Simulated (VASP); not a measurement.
Wanted: the native input for a VASP 6.6.1 run.

* Task: single point
* Functional: r2SCAN
* Potentials or basis: VASP PAW PBE potentials, release 64 (Ta_pv, V_sv)
* Cutoff: 520 eV
* k mesh: 11 × 11 × 7
* Occupations: gaussian, width 0.1 eV
* Spin: collinear spin, ferromagnetic start
* Starting moments: [0.0, 1.5] μB
* Dipole correction: no
* Further INCAR settings: ALGO = Normal; EDIFF = 1e-07; NBANDS = 23

The system is TaV.

```
Ta V
1.0
     1.60670   -2.30777    0.00000
     1.60670    2.30777    0.00000
     0.00000    0.00000    4.34136
Ta V
1 1
Direct
  0.00000 0.00000 0.00000
  0.50000 0.50000 0.50000
```

One way to write it, as run:

POSCAR

```
TaV
1.0
    1.6067000000     -2.3077750000      0.0000000000
    1.6067000000      2.3077750000      0.0000000000
    0.0000000000      0.0000000000      4.3413610000
Ta V
1 1
Direct
    0.0000000000      0.0000000000      0.0000000000
    0.5000000000      0.5000000000      0.5000000000
```

INCAR.step1

```
ALGO = Normal
EDIFF = 1E-4
ENCUT = 520
GGA = PE
ISMEAR = 0
ISPIN = 2
LASPH = True
LCHARG = False
LMAXMIX = 4
LREAL = False
LWAVE = True
MAGMOM = 0 1.5
NBANDS = 23
NELM = 150
PREC = Accurate
SIGMA = 0.1
```

INCAR.step2

```
ALGO = Normal
EDIFF = 1E-7
ENCUT = 520
ISIF = 2
ISMEAR = 0
ISPIN = 2
ISTART = 1
LASPH = True
LCHARG = True
LELF = True
LMAXMIX = 4
LMIXTAU = True
LORBIT = 11
LREAL = False
LVHAR = True
LWAVE = False
MAGMOM = 0 1.5
METAGGA = R2SCAN
NBANDS = 23
NELM = 150
PREC = Accurate
SIGMA = 0.1
```

KPOINTS

```
k-points
0
Gamma
  11 11 7
```

Potentials or basis: VASP PAW PBE potentials, release 64 (Ta_pv, V_sv).

The run is started by

```console
$ cat potpaw_PBE.64/Ta_pv/POTCAR potpaw_PBE.64/V_sv/POTCAR > POTCAR
$ cp INCAR.step1 INCAR
$ mpirun -np 1 vasp_std > vasp.out
$ cp INCAR.step2 INCAR
$ mpirun -np 1 vasp_std > vasp.out
```

Results of the run:

- Pressure: -2.6 GPa
- Band gap on the k mesh: zero (filled and empty bands overlap)
- Net moment: 0.00 μB per cell
- Valence electrons inside the program's atomic spheres: Ta 9.02; V 11.50

Caveat: the moments typed at the start vanished in this run; the PAW data sets were made with another functional, which shifts forces and pressure a little; spin-orbit coupling is left out, which moves the levels of the heavy elements.

It took 6.6 min on 1 thread of Intel(R) Xeon(R) Platinum 8559C (Emerald Rapids), on a shared host, peak memory 0.29 GiB.
